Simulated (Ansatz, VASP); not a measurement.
## Y in VASP and in Ansatz

```xyz
2
Lattice="3.5054 0.0000 0.0000 -1.7527 3.0358 0.0000 0.0000 0.0000 5.7474" Properties=species:S:1:pos:R:3 pbc="T T T"
Y     0.0000    2.0239    1.4368
Y     1.7527    1.0119    4.3106
```

Change from the starting cell: x and y stretched by -4 %, z held.

Alike in both runs: task single point; functional PBE; k mesh 12 × 12 × 7; occupations fermi-dirac, width 0.08 eV; no spin polarisation.

```csv
,VASP,Ansatz
version,VASP 6.6.1,Ansatz 0.2.0
potentials or method,"VASP PAW PBE potentials, release 64 (Y_sv), cutoff 520 eV","all-electron LAPW, scalar-relativistic"
```

|  | VASP | Ansatz | Ansatz less VASP |
| --- | --- | --- | --- |
| pressure (GPa) | 3.1 | 3.3 | +0.14 |
| traceless stress, the component that is largest in VASP (GPa) | -1.90 | -1.90 | -0.009 |

Ansatz ran all-electron here, and VASP with PAW potentials.
